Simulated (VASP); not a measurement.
Set up this calculation in VASP 6.6.1, as the native input.

| Property | Result |
| --- | --- |
| Task | single point |
| Functional | PBE |
| Potentials or basis | VASP PAW PBE potentials, release 64 (Ba_sv) |
| Cutoff | 520 eV |
| k mesh | 10 × 10 × 10 |
| Occupations | gaussian, width 0.1 eV |
| Spin | no spin polarisation |
| Dipole correction | no |
| Further INCAR settings | ALGO = Fast; EDIFF = 1e-06; NBANDS = 11 |

The structure of Ba lies in POSCAR:

```
Ba
1.0
    4.4187141822     -0.0862322740      0.0514806676
   -2.2840364310      3.9318187229     -0.0584125450
    0.0467261548     -0.0342423664      4.0846251319
Ba
1
Direct
    0.0000000000      0.0000000000      0.0000000000
```

This cell differs from its parent crystal: the cell strained at random.

The input as run:

INCAR

```
PREC = Accurate
ENCUT = 520
EDIFF = 1E-6
ISMEAR = 0
SIGMA = 0.1
LREAL = False
LASPH = True
NELM = 80
ALGO = Fast
ISIF = 2
LWAVE = False
LCHARG = False
GGA = PE
NBANDS = 11
```

KPOINTS

```
Automatic mesh
0
Gamma
  10 10 10
```

Potentials or basis: VASP PAW PBE potentials, release 64 (Ba_sv).

Run with:

```bash
$ cat potpaw_PBE.64/Ba_sv/POTCAR > POTCAR
$ mpirun -np 1 vasp_std > vasp.out
```

It gave:

| Item | Value |
| --- | --- |
| Pressure | -0.7 GPa |
| Band gap on the k mesh | zero (bands 5 and 6 overlap by 0.38 eV) |

Caveat: the cell differs from its parent crystal (the cell strained at random); spin-orbit coupling is left out, which moves the levels of the heavy elements.

Wall time 6.6 min on 1 thread of Intel Xeon 8259CL (shared host), peak memory 0.5 GiB.
